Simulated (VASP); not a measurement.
# Zr3Mn (Pm-3m) in VASP: a series of runs

Aim: see how the results for Zr3Mn move with the level of theory and the settings. Levels: PBE, r2SCAN. Tasks: single point, relaxation of cell and atoms.

Program: VASP 6.6.1. These are calculated values, not measurements. Logs are shortened: lines on timing, memory, paths and dates and some standing lists are left out, and cuts for length are marked.

### 1 The cell of the first run

Symmetry: Pm-3m, No. 221, cubic system. The conventional cell has a = 4.292 Å, b = 4.292 Å, c = 4.292 Å, α = 90.00°, β = 90.00°, γ = 90.00°. Within 4.0 Å of Zr (site symmetry 4/mmm) lie 8 Zr at 3.03 Å and 4 Mn at 3.03 Å. Within 4.0 Å of Mn (site symmetry m-3m) lie 12 Zr at 3.03 Å.

### 2 Single point, PBE

Contents of INCAR:

```
SYSTEM = Zr3Mn
PREC     = Accurate       ! precision mode
ENCUT    = 520            ! plane-wave cutoff, eV
EDIFF    = 1E-6           ! SCF threshold, eV
ISMEAR   = 0              ! smearing method
SIGMA    = 0.1            ! smearing width, eV
LREAL    = .False.        ! projectors in reciprocal space
LASPH    = .True.         ! aspherical terms in the spheres
NELM     = 80             ! most SCF steps
ALGO     = Fast           ! electronic algorithm
ISIF     = 2              ! what is computed and relaxed
LWAVE    = .False.        ! write WAVECAR
LCHARG   = .True.         ! write CHGCAR
GGA      = PE             ! functional
LELF     = .True.         ! ELF
LVHAR    = .True.       
NBANDS   = 32             ! bands
```

Contents of KPOINTS:

```
Automatic mesh
0
Gamma
  10 10 10
  0 0 0
```

Contents of POSCAR:

```
Zr3Mn
1.0
    4.2920504577      0.0000000000      0.0000000000
    0.0000000000      4.2920504577      0.0000000000
    0.0000000000      0.0000000000      4.2920504577
Zr Mn
3 1
Direct
    0.0000000000      0.5000000000      0.5000000000
    0.5000000000      0.0000000000      0.5000000000
    0.5000000000      0.5000000000      0.0000000000
    0.0000000000      0.0000000000      0.0000000000
```

Potentials or basis: VASP PAW PBE potentials, release 64 (Zr_sv, Mn_pv).

Run with:

```
> cat potpaw_PBE.64/Zr_sv/POTCAR potpaw_PBE.64/Mn_pv/POTCAR > POTCAR
> mpirun -np 1 vasp_std > vasp.out
```

OUTCAR:

```text
SYSTEM = Zr3Mn
   PREC = Accurate
   ENCUT = 520
   EDIFF = 1E-6
   ISMEAR = 0
   LREAL = .False.
   LASPH = .True.
   NELM = 80
   ISIF = 2
   GGA = PE

 ion  position               nearest neighbor table
   1  0.000  0.500  0.500-   2 3.03   3 3.03   4 3.03   3 3.03   4 3.03   2 3.03   4 3.03   4 3.03
                             2 3.03   3 3.03   3 3.03   2 3.03
   2  0.500  0.000  0.500-   1 3.03   3 3.03   4 3.03   3 3.03   4 3.03   1 3.03   3 3.03   3 3.03
                             1 3.03   4 3.03   4 3.03   1 3.03
   3  0.500  0.500  0.000-   1 3.03   2 3.03   4 3.03   1 3.03   2 3.03   2 3.03   4 3.03   2 3.03
                             1 3.03   4 3.03   1 3.03   4 3.03
   4  0.000  0.000  0.000-   1 3.03   2 3.03   3 3.03   1 3.03   2 3.03   1 3.03   3 3.03   1 3.03
                             2 3.03   3 3.03   2 3.03   3 3.03

  LATTYP: Found a simple cubic cell.
 ALAT       =     4.2920504577

  Lattice vectors:

 A1 = (   4.2920504577,   0.0000000000,   0.0000000000)
 A2 = (   0.0000000000,   4.2920504577,   0.0000000000)
 A3 = (   0.0000000000,   0.0000000000,   4.2920504577)

Analysis of symmetry for initial positions (statically):
=====================================================================
 Subroutine PRICEL returns:
 Original cell was already a primitive cell.

 Routine SETGRP: Setting up the symmetry group for a
 simple cubic supercell.

 Subroutine GETGRP returns: Found 48 space group operations
 (whereof 48 operations were pure point group operations)
 out of a pool of 48 trial point group operations.

The static configuration has the point symmetry O_h .

Analysis of symmetry for dynamics (positions and initial velocities):
=====================================================================
 Subroutine PRICEL returns:
 Original cell was already a primitive cell.

 Routine SETGRP: Setting up the symmetry group for a
 simple cubic supercell.

 Subroutine GETGRP returns: Found 48 space group operations
 (whereof 48 operations were pure point group operations)
 out of a pool of 48 trial point group operations.

The dynamic configuration has the point symmetry O_h .

 Subroutine INISYM returns: Found 48 space group operations
 (whereof 48 operations are pure point group operations),
 and found     1 'primitive' translations

----------------------------------------------------------------------------------------

                                     Primitive cell

  volume of cell :      79.0669

  direct lattice vectors                    reciprocal lattice vectors
     4.292050458  0.000000000  0.000000000     0.232988873  0.000000000  0.000000000
     0.000000000  4.292050458  0.000000000     0.000000000  0.232988873  0.000000000
     0.000000000  0.000000000  4.292050458     0.000000000  0.000000000  0.232988873

  length of vectors
     4.292050458  4.292050458  4.292050458     0.232988873  0.232988873  0.232988873

  position of ions in fractional coordinates (direct lattice)
     0.000000000  0.500000000  0.500000000
     0.500000000  0.000000000  0.500000000
     0.500000000  0.500000000  0.000000000
     0.000000000  0.000000000  0.000000000

  ion indices of the primitive-cell ions
   primitive index   ion index
                 1           1
                 2           2
                 3           3
                 4           4

----------------------------------------------------------------------------------------

 KPOINTS: Automatic mesh

Automatic generation of k-mesh.
 Grid dimensions read from file:
 generate k-points for:   10   10   10

 Generating k-lattice:

  Cartesian coordinates                     Fractional coordinates (reciprocal lattice)
     0.023298887  0.000000000  0.000000000     0.100000000  0.000000000  0.000000000
     0.000000000  0.023298887  0.000000000     0.000000000  0.100000000  0.000000000
     0.000000000  0.000000000  0.023298887     0.000000000  0.000000000  0.100000000

  Length of vectors
     0.023298887  0.023298887  0.023298887

  Shift w.r.t. Gamma in fractional coordinates (k-lattice)
     0.000000000  0.000000000  0.000000000

 Subroutine IBZKPT returns following result:
 ===========================================

 Found     56 irreducible k-points:

 Following reciprocal coordinates:
            Coordinates               Weight
  0.000000  0.000000  0.000000      1.000000
  0.100000  0.000000  0.000000      6.000000
  0.200000  0.000000  0.000000      6.000000
  0.300000  0.000000  0.000000      6.000000
  0.400000  0.000000  0.000000      6.000000
  0.500000  0.000000  0.000000      3.000000
[... 16 lines left out ...]
  0.200000  0.100000  0.100000     24.000000
  0.300000  0.100000  0.100000     24.000000
 [... further k-points ...]
   k-points           NKPTS =     56   k-points in BZ     NKDIM =     56   number of bands    NBANDS=     32
   number of dos      NEDOS =    301   number of ions     NIONS =      4
   total plane-waves  NPLWV =  32768
   dimension x,y,z NGX =    32 NGY =   32 NGZ =   32
   dimension x,y,z NGXF=    64 NGYF=   64 NGZF=   64
   ions per type =               3   1
   NGX,Y,Z   is equivalent  to a cutoff of  12.39, 12.39, 12.39 a.u.
   NGXF,Y,Z  is equivalent  to a cutoff of  24.79, 24.79, 24.79 a.u.
 SYSTEM =  Zr3Mn
   PREC   = accura    normal or accurate (medium, high low for compatibility)
   ISTART =      0    job   : 0-new  1-cont  2-samecut
   ICHARG =      2    charge: 1-file 2-atom 10-const
   ISPIN  =      1    spin polarized calculation?
   LNONCOLLINEAR =      F non collinear calculations
   LSORBIT =      F    spin-orbit coupling
   LASPH  =      T    aspherical Exc in radial PAW
   ENCUT  =  520.0 eV  38.22 Ry    6.18 a.u.   7.98  7.98  7.98*2*pi/ulx,y,z
   NELM   =     80;   NELMIN=  2; NELMDL= -5     # of ELM steps
   EDIFF  = 0.1E-05   stopping-criterion for ELM
   LREAL  =      F    real-space projection
   EDIFFG = 0.1E-04   stopping-criterion for IOM
   NSW    =      0    number of steps for IOM
   IBRION =     -1    ionic relax: 0-MD 1-quasi-New 2-CG
   NFREE  =      0    steps in history (QN), initial steepest desc. (CG)
   ISIF   =      2    stress and relaxation
   ISYM   =      2    0-nonsym 1-usesym 2-fastsym
   POTIM  = 0.5000    time-step for ionic-motion
   TEBEG  =    0.0;   TEEND  =   0.0 temperature during run
   PSTRESS=    0.0 pullay stress
   NELECT =      49.0000    total number of electrons
   NUPDOWN=      -1.0000    fix difference up-down
   EMIN   =  10.00;   EMAX   =-10.00  energy-range for DOS
   EFERMI =   0.00;   METHOD = LEGACY
   ISMEAR =     0;   SIGMA  =   0.10  broadening in eV -4-tet -1-fermi 0-gaus
   EFERMI_NEDOS =   21; number of points for ismear=-14 and -15
   IALGO  =     68    algorithm
   IMIX   =      4    mixing-type and parameters
     AMIX     =   0.40;   BMIX     =  1.00
     AMIX_MAG =   1.60;   BMIX_MAG =  1.00
  volume/ion in A,a.u.               =      19.77       133.39
  Fermi-wavevector in a.u.,A,eV,Ry     =   1.395753  2.637592 26.505886  1.948128
  Thomas-Fermi vector in A             =   2.519174
   LORBIT       =      0    0 simple, 1 ext, 2 COOP (PROOUT), +10 PAW based schemes
   GGA     = PE    functional components
   LHFCALC =     F    Hartree Fock is set to
   AEXX    =    0.0000 exact exchange contribution
   IVDW    =     0    specifies the selected vdW correction
   LEPSILON=     F    determine dielectric tensor
   LRPA    =     F    only Hartree local field effects (RPA)
 non-spin polarized calculation
 RMM-DIIS sequential band-by-band and
 Gauss-broadening in eV      SIGMA  =   0.10
  energy-cutoff  :      520.00
  volume of cell :       79.07
 maximum number of plane-waves:      2176
 NGX is ok and might be reduce to    32
   NGX = 15   NGY = 15   NGZ = 15

 number of electron      49.0000035 magnetization

 Free energy of the ion-electron system (eV)
  ---------------------------------------------------
  ext. energy  EPLUGINS =         0.00000000
  ---------------------------------------------------
  free energy    TOTEN  =       -33.35002393 eV

  energy without entropy =      -33.30931874  energy(sigma->0) =      -33.32967134

 E-fermi :   9.1633     XC(G=0): -11.5943

 val. band max:        9.1630284953   @ k =   0.5000   0.4000   0.1000
 cond. band min:       9.1699673252   @ k =   0.4000   0.2000   0.2000
 fundamental gap:      0.0069388299
 Fermi energy:         9.1633288535

 k-point     1 :       0.0000    0.0000    0.0000
  band No.  band energies     occupation
      1     -39.4053      2.00000
      2     -39.1397      2.00000
      3     -39.1397      2.00000
      4     -38.3248      2.00000
      5     -38.3248      2.00000
      6     -38.3248      2.00000
[... 24 lines left out ...]
     31      12.9618      0.00000
     32      12.9618      0.00000

 k-point     2 :       0.1000    0.0000    0.0000
  band No.  band energies     occupation
      1     -39.3998      2.00000
      2     -39.1457      2.00000
      3     -39.1396      2.00000
      4     -38.3248      2.00000
      5     -38.3248      2.00000
      6     -38.3244      2.00000
[... 24 lines left out ...]
     31      12.9069      0.00000
     32      13.3995      0.00000

 k-point     3 :       0.2000    0.0000    0.0000
  band No.  band energies     occupation
      1     -39.3841      2.00000
      2     -39.1627      2.00000
      3     -39.1394      2.00000
      4     -38.3247      2.00000
      5     -38.3247      2.00000
      6     -38.3233      2.00000
[... 24 lines left out ...]
     31      12.7763      0.00000
     32      13.1754      0.00000

 k-point     4 :       0.3000    0.0000    0.0000
  band No.  band energies     occupation
      1     -39.3606      2.00000
      2     -39.1877      2.00000
      3     -39.1391      2.00000
      4     -38.3247      2.00000
      5     -38.3247      2.00000
      6     -38.3221      2.00000
[... 654 lines left out ...]
     31      13.1708      0.00000
     32      13.1708      0.00000

 k-point    23 :       0.2000    0.1000    0.1000
  band No.  band energies     occupation
      1     -39.3740      2.00000
      2     -39.1646      2.00000
      3     -39.1480      2.00000
      4     -38.3246      2.00000
      5     -38.3244      2.00000
      6     -38.3233      2.00000
[... 24 lines left out ...]
     31      12.8787      0.00000
     32      13.1456      0.00000

 k-point    24 :       0.3000    0.1000    0.1000
  band No.  band energies     occupation
      1     -39.3512      2.00000
      2     -39.1887      2.00000
      3     -39.1476      2.00000
      4     -38.3247      2.00000
      5     -38.3243      2.00000
      6     -38.3222      2.00000
[... 24 lines left out ...]
     31      12.1874      0.00000
     32      12.7326      0.00000

 [... further k-points ...]

------------------------ aborting loop because EDIFF is reached ----------------------------------------

  FORCE on cell =-STRESS in cart. coord.  units (eV):
  Direction    XX          YY          ZZ          XY          YZ          ZX
  --------------------------------------------------------------------------------------
  -------------------------------------------------------------------------------------
  Total        0.0184836      0.0184836      0.0184836     -0.0000000     -0.0000000      0.0000000
  in kB        0.3745441      0.3745441      0.3745441     -0.0000000     -0.0000000      0.0000000
  external PRESSURE =       0.3745441 kB  Pullay stress =       0.0000000 kB

 VOLUME and BASIS-vectors are now :
 -----------------------------------------------------------------------------
  energy-cutoff  :      520.00
  volume of cell :       79.07
      direct lattice vectors                 reciprocal lattice vectors
     4.292050458  0.000000000  0.000000000     0.232988873  0.000000000  0.000000000
     0.000000000  4.292050458  0.000000000     0.000000000  0.232988873  0.000000000
     0.000000000  0.000000000  4.292050458     0.000000000  0.000000000  0.232988873

 POSITION                                       TOTAL-FORCE (eV/Angst)
 -----------------------------------------------------------------------------------
      0.00000      2.14603      2.14603         0.000000      0.000000      0.000000
      2.14603      0.00000      2.14603         0.000000      0.000000      0.000000
      2.14603      2.14603      0.00000         0.000000      0.000000      0.000000
      0.00000      0.00000      0.00000         0.000000      0.000000      0.000000
 -----------------------------------------------------------------------------------
    total drift:                                0.000000     -0.000000     -0.000000

  FREE ENERGIE OF THE ION-ELECTRON SYSTEM (eV)
  ---------------------------------------------------
  free  energy   TOTEN  =       -33.3500239331 eV

  energy  without entropy=      -33.3093187404  energy(sigma->0) =      -33.32967134
```

It took 2.7 min on 1 thread of Intel Xeon 6975P-C (Granite Rapids), shared host; peak memory 0.26 GiB.

Results:

```yaml
Free_energy: -33.3500 eV
Pressure: 0.0 GPa
Band_gap_on_the_k_mesh: zero (an odd number of electrons rules out a gap without spin polarisation)
```

Levels at points of the mesh, in eV from the Fermi level:
```tsv
k point	band 21	band 22	band 23	band 24	band 25	band 26	band 27	band 28
(0.00, 0.00, 0.00)	-2.34	-2.34	0.23	0.23	0.23	1.43	1.43	3.21
(0.50, 0.00, 0.00)	-1.16	-0.70	-0.70	-0.67	-0.67	-0.11	1.48	1.48
(0.50, 0.50, 0.00)	-0.75	-0.75	-0.72	-0.60	-0.31	-0.29	-0.29	-0.03
(0.50, 0.50, 0.50)	-0.32	0.02	0.02	0.02	0.92	0.92	0.92	1.08
```

Caveat: the run has no spin polarisation, though such a crystal can be magnetic. Spin polarisation is off, so any magnetic state and its effect on volume and gap are missing.

### 3 Single point, r2SCAN

This run uses another cell than the first one, of 20.91 Å³/atom.

Contents of POSCAR:

```
Zr3Mn
1.0
    4.3732200000      0.0000000000      0.0000000000
    0.0000000000      4.3732200000      0.0000000000
    0.0000000000      0.0000000000      4.3732200000
Zr Mn
3 1
Direct
    0.0000000000      0.5000000000      0.5000000000
    0.5000000000      0.0000000000      0.5000000000
    0.5000000000      0.5000000000      0.0000000000
    0.0000000000      0.0000000000      0.0000000000
```

Contents of INCAR.step1:

```
SYSTEM = Zr3Mn
ALGO = Normal ; EDIFF = 1E-4
ENCUT = 520 ; GGA = PE
ISMEAR = 0 ; LASPH = .TRUE.
LCHARG = .FALSE. ; LREAL = .FALSE.
LWAVE = .TRUE. ; NBANDS = 32
NELM = 100 ; PREC = Accurate
SIGMA = 0.1
```

Contents of INCAR.step2:

```
SYSTEM = Zr3Mn
ALGO = Normal ; EDIFF = 1E-7
ENCUT = 520 ; ISIF = 2
ISMEAR = 0 ; ISTART = 1
LASPH = .TRUE. ; LCHARG = .FALSE.
LMIXTAU = .TRUE. ; LREAL = .FALSE.
LWAVE = .FALSE. ; METAGGA = R2SCAN
NBANDS = 32 ; NELM = 100
PREC = Accurate ; SIGMA = 0.1
```

Contents of KPOINTS:

```
k-points
0
G
  10 10 10
  0 0 0
```

Potentials or basis: VASP PAW PBE potentials, release 64 (Zr_sv, Mn_pv).

Run with:

```
> cat potpaw_PBE.64/Zr_sv/POTCAR potpaw_PBE.64/Mn_pv/POTCAR > POTCAR
> cp INCAR.step1 INCAR
> mpirun -np 1 vasp_std > vasp.out
> cp INCAR.step2 INCAR
> mpirun -np 1 vasp_std > vasp.out
```

Run time: 5.2 min. Hardware: 1 thread of Intel Xeon 6975P-C (Granite Rapids), shared host; peak memory 0.3 GiB.

The run converged. Its results:

* Free energy: -81.0742 eV
* Pressure: -6.3 GPa
* Band gap on the k mesh: zero (an odd number of electrons rules out a gap without spin polarisation)

Levels at points of the mesh, in eV from the Fermi level:
```
           k point  band 21  band 22  band 23  band 24  band 25  band 26  band 27  band 28
(0.00, 0.00, 0.00)    -2.24    -2.24     0.30     0.30     0.30     1.52     1.52     2.97
(0.50, 0.00, 0.00)    -1.02    -0.72    -0.72    -0.69    -0.69    -0.04     1.47     1.47
(0.50, 0.50, 0.00)    -0.75    -0.75    -0.64    -0.59    -0.32    -0.13    -0.13     0.05
(0.50, 0.50, 0.50)    -0.22     0.08     0.08     0.08     0.81     0.81     0.81     1.15
```

Caveat: the cell stands under tension; the PAW data sets were made with another functional, which shifts forces and pressure a little; the run has no spin polarisation, though such a crystal can be magnetic. Spin polarisation is off, so any magnetic state and its effect on volume and gap are missing.

### 4 Relaxation of cell and atoms, PBE

This run uses another cell than the first one, of 20.91 Å³/atom.

Contents of INCAR:

```
PREC     = Accurate       # precision mode
ENCUT    = 600            # plane-wave cutoff, eV
EDIFF    = 1E-6           # SCF threshold, eV
ISMEAR   = 0              # smearing method
SIGMA    = 0.1            # smearing width, eV
LREAL    = False          # projectors in reciprocal space
LASPH    = True           # aspherical terms in the spheres
NELM     = 100            # most SCF steps
ALGO     = Fast           # electronic algorithm
ISIF     = 3              # what is computed and relaxed
LWAVE    = False          # write WAVECAR
LCHARG   = False          # write CHGCAR
GGA      = PE             # functional
IBRION   = 2              # ionic algorithm
NSW      = 80             # ionic steps
EDIFFG   = -0.01          # ionic threshold
```

Contents of KPOINTS:

```
Automatic mesh
0
Gamma
  10 10 10
```

POSCAR is that of step 3.

Run with:

```
> cat potpaw_PBE.64/Zr_sv/POTCAR potpaw_PBE.64/Mn_pv/POTCAR > POTCAR
> mpirun -np 1 vasp_std > vasp.out
```

Run time: 16 min. Hardware: 1 thread of Intel Xeon 6975P-C (Granite Rapids), shared host; peak memory 0.32 GiB.

The run converged. Its results:

| Quantity | Value |
| --- | --- |
| Free energy | -33.3517 eV |
| Relaxed volume | 19.79 Å³/atom |
| Relaxed cell | a = 4.294 Å, b = 4.294 Å, c = 4.294 Å, α = 90.00°, β = 90.00°, γ = 90.00° |
| Space group after relaxing (to 0.1 Å) | Pm-3m (No. 221) |
| Energy gained by relaxing | 20.7 meV/atom |
| Ionic steps | 4 |
| Pressure after relaxing | 0.0 GPa |
| Band gap on the k mesh | zero (an odd number of electrons rules out a gap without spin polarisation) |

Step by step:
```csv
step,energy change (eV),largest force (eV/Å),pressure (GPa),volume (Å³)
1,0.0000,0.0000,-5.23,83.64
2,0.1156,0.0000,5.03,75.65
3,-0.0704,0.0000,-0.20,79.30
4,-0.0828,0.0000,-0.04,79.15
```

Final structure:
```
CELL_PARAMETERS angstrom
4.29353 0.00000 0.00000
0.00000 4.29353 0.00000
0.00000 0.00000 4.29353
ATOMIC_POSITIONS crystal
Zr 0.00000 0.50000 0.50000
Zr 0.50000 0.00000 0.50000
Zr 0.50000 0.50000 0.00000
Mn 0.00000 0.00000 0.00000
```

Levels at points of the mesh, in eV from the Fermi level:
```csv
k point,band 20,band 21,band 22,band 23,band 24,band 25,band 26,band 27,band 28,band 29
"(0.00, 0.00, 0.00)",-2.34,-2.34,-2.34,0.23,0.23,0.23,1.43,1.45,3.21,3.24
"(0.50, 0.00, 0.00)",-1.18,-1.16,-0.70,-0.70,-0.67,-0.67,-0.11,1.47,1.47,1.57
"(0.50, 0.50, 0.00)",-0.97,-0.74,-0.74,-0.72,-0.60,-0.31,-0.28,-0.28,-0.03,1.75
"(0.50, 0.50, 0.50)",-0.32,-0.32,0.02,0.02,0.02,0.92,0.92,1.08,1.08,1.08
```

Caveat: the run has no spin polarisation, though such a crystal can be magnetic. Spin polarisation is off, so any magnetic state and its effect on volume and gap are missing.

### 5 Summary

| task | level | cell | cutoff (eV) | gap on the mesh (eV) | pressure (GPa) |
| --- | --- | --- | --- | --- | --- |
| single point | PBE | a = 4.292 Å, 4 atoms | 520 | none | 0.0 |
| single point | r2SCAN | a = 4.373 Å, 4 atoms | 520 | none | -6.3 |
| relaxation of cell and atoms | PBE | relaxed from a = 4.373 Å, 4 atoms | 600 | none | 0.0 |

Alike in all rows: potentials or basis VASP PAW PBE potentials, release 64 (Zr_sv, Mn_pv); no spin polarisation; k mesh 10 × 10 × 10; smearing gaussian 0.1 eV.

Caveats: the run has no spin polarisation, though such a crystal can be magnetic; the cell stands under tension (at least some runs); the PAW data sets were made with another functional, which shifts forces and pressure a little (at least some runs).

Total energies depend on the potentials used, so only differences within one code and one set of settings carry meaning.
